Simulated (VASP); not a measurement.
Set up this calculation in VASP 6.6.1, as the native input.

* Task: single point
* Functional: LDA
* Potentials or basis: VASP PAW LDA potentials, release 64 (Cd_sv_GW, C)
* Cutoff: 700 eV
* k mesh: 8 × 8 × 8
* Occupations: gaussian, width 0.01 eV
* Spin: no spin polarisation
* Dipole correction: no
* Further INCAR settings: ALGO = Normal; EDIFF = 1e-06; NBANDS = 21

The structure of CdC2 lies in POSCAR:

```
CdC2
1.0
   -1.7827345053      1.7827345053      2.7326164410
    1.7827345053     -1.7827345053      2.7326164410
    1.7827345053      1.7827345053     -2.7326164410
Cd C
1 2
Direct
    0.0000000000      0.0000000000      0.0000000000
    0.6133695434      0.6133695434      0.0000000000
    0.3866304566      0.3866304566      0.0000000000
```

The input as run:

INCAR

```
ALGO = Normal
EDIFF = 1E-6
ENCUT = 700
GGA = CA
GGA_COMPAT = F
ISIF = 2
ISMEAR = 0
LASPH = T
LCHARG = F
LREAL = F
LWAVE = F
NBANDS = 21
NELM = 120
PREC = Accurate
SIGMA = 0.01
```

KPOINTS

```
k-points
0
Gamma
  8 8 8
```

Potentials or basis: VASP PAW LDA potentials, release 64 (Cd_sv_GW, C).

Command:

```console
$ cat potpaw_LDA.64/Cd_sv_GW/POTCAR potpaw_LDA.64/C/POTCAR > POTCAR
$ mpirun -np 1 vasp_std > vasp.out
```

Results of the run:

```
Pressure               : 20.3 GPa
Largest force          : 0.067 eV/Å
Band gap on the k mesh : 1.96 eV (least direct gap 2.96 eV)
```

Caveat: the cell stands under pressure.

Run time: 47 s on 1 thread of Intel(R) Xeon(R) Platinum 8259CL CPU @ 2.50GHz (Skylake/Cascade Lake), with other jobs on the host, peak memory 0.21 GiB.
